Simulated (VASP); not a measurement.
Wanted: the native input for a VASP 6.6.1 run.

```yaml
Task: relaxation of cell and atoms
Functional: r2SCAN
Potentials_or_basis: VASP PAW PBE potentials, release 64 (Ca_sv)
Cutoff: 600 eV
k_mesh: 12 × 12 × 12
Occupations: gaussian, width 0.1 eV
Spin: no spin polarisation
Dipole_correction: no
Further_INCAR_settings: ALGO = Normal; EDIFF = 1e-06; IBRION = 2; EDIFFG = -0.02; NSW = 90; ISIF = 3
```

Crystal: Ca.

```
Ca
1.0
     0.00000    2.79420    2.79420
     2.79420    0.00000    2.79420
     2.79420    2.79420    0.00000
Ca
1
Direct
  0.00000 0.00000 0.00000
```

These files were run (other wordings do the same):

POSCAR

```
Ca
1.0
    0.0000000000      2.7942000000      2.7942000000
    2.7942000000      0.0000000000      2.7942000000
    2.7942000000      2.7942000000      0.0000000000
Ca
1
Direct
    0.0000000000      0.0000000000      0.0000000000
```

INCAR.step1

```
SYSTEM = Ca
PREC = Accurate
ENCUT = 600
ISMEAR = 0
SIGMA = 0.1
LREAL = .FALSE.
LASPH = .TRUE.
NELM = 100
GGA = PE
ALGO = Normal
EDIFF = 1E-4
LWAVE = .TRUE.
LCHARG = .FALSE.
```

INCAR.step2

```
SYSTEM = Ca
PREC = Accurate
ENCUT = 600
EDIFF = 1E-6
ISMEAR = 0
SIGMA = 0.1
LREAL = .FALSE.
LASPH = .TRUE.
NELM = 100
ALGO = Normal
ISIF = 3
LWAVE = .FALSE.
LCHARG = .FALSE.
METAGGA = R2SCAN
LMIXTAU = .TRUE.
IBRION = 2
NSW = 90
EDIFFG = -0.02
ISTART = 1
```

KPOINTS

```
Automatic mesh
0
G
  12 12 12
  0 0 0
```

Potentials or basis: VASP PAW PBE potentials, release 64 (Ca_sv).

Command:

```console
$ cat potpaw_PBE.64/Ca_sv/POTCAR > POTCAR
$ cp INCAR.step1 INCAR
$ mpirun -np 1 vasp_std > vasp.out
$ cp INCAR.step2 INCAR
$ mpirun -np 1 vasp_std > vasp.out
```

Results of the run:

```
Relaxed volume                         : 43.39 Å³/atom
Relaxed cell                           : a = 3.944 Å, b = 3.944 Å, c = 3.944 Å, α = 60.00°, β = 60.00°, γ = 60.00°
Space group after relaxing (to 0.05 Å) : Fm-3m (No. 225)
Energy gained by relaxing              : 0.1 meV/atom
Ionic steps                            : 2
Pressure after relaxing                : 0.0 GPa
Band gap on the k mesh                 : zero (band 5 reaches 2.16 eV, above the bottom of band 6 at 1.59 eV)
```

Caveat: the PAW data sets were made with another functional, which shifts forces and pressure a little.

Wall time 100 s on 1 thread of Intel(R) Xeon(R) Platinum 8488C (Sapphire Rapids), with other jobs on the host, peak memory 0.21 GiB.
